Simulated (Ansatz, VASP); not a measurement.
This is a calculation of Rh for Ansatz 0.2.0.

input.yaml

```yaml
crystal:
  lattice:
    - [0.0, 1.935072195, 1.935072195]
    - [1.935072195, 0.0, 1.935072195]
    - [1.935072195, 1.935072195, 0.0]
  atoms:
    - { symbol: Rh, position: [0.0, 0.0, 0.0] }
hamiltonian:
  xc: lda
  pseudopotentials: { kind: paw }
kpoints:
  mp_grid: { grid: [12, 12, 12] }
scf:
  occupations: { method: fermi_dirac, width: 0.05 }
output:
  forces: true
  stress: true
  eigenvalues: true
```

Potentials or basis: Ansatz PAW.

The run is started by

```console
$ ansatz run input.yaml --threads 2 --pin off --max-ram 5632MiB --backend cpu --events-out ev --progress --plain --runs-dir out
```

Q: Set up the same calculation for VASP 6.6.1. Potentials there: VASP PAW LDA potentials, release 64 (Rh_sv_GW).

A: As run (the cutoff follows the program's own potentials):

INCAR

```
PREC = Accurate ; ENCUT = 620
EDIFF = 1E-6 ; ISMEAR = -1
SIGMA = 0.05 ; LREAL = F
LASPH = T ; NELM = 120
ALGO = Normal ; ISIF = 2
LWAVE = F ; LCHARG = F
NBANDS = 14 ; GGA_COMPAT = F
```

The input KPOINTS:

```
regular mesh
0
Gamma
  12 12 12
```

The input POSCAR:

```
Rh
1.0
    0.0000000000      1.9350721950      1.9350721950
    1.9350721950      0.0000000000      1.9350721950
    1.9350721950      1.9350721950      0.0000000000
Rh
1
Direct
    0.0000000000      0.0000000000      0.0000000000
```

Potentials or basis: VASP PAW LDA potentials, release 64 (Rh_sv_GW).

Command:

```bash
$ cat potpaw_LDA.64/Rh_sv_GW/POTCAR > POTCAR
$ mpirun -np 1 vasp_std > vasp.out
```

Both were run:

|  | VASP | Ansatz | Ansatz less VASP |
| --- | --- | --- | --- |
| gap on the k mesh at the Fermi level (eV) | none | none | - |
| pressure (GPa) | -22.9 | -23.2 | -0.31 |

LDA's correlation is that of Perdew and Zunger in VASP and of Perdew and Wang (1992) in Ansatz. A gap of «none» marks a metal or a gap that the smearing closes.
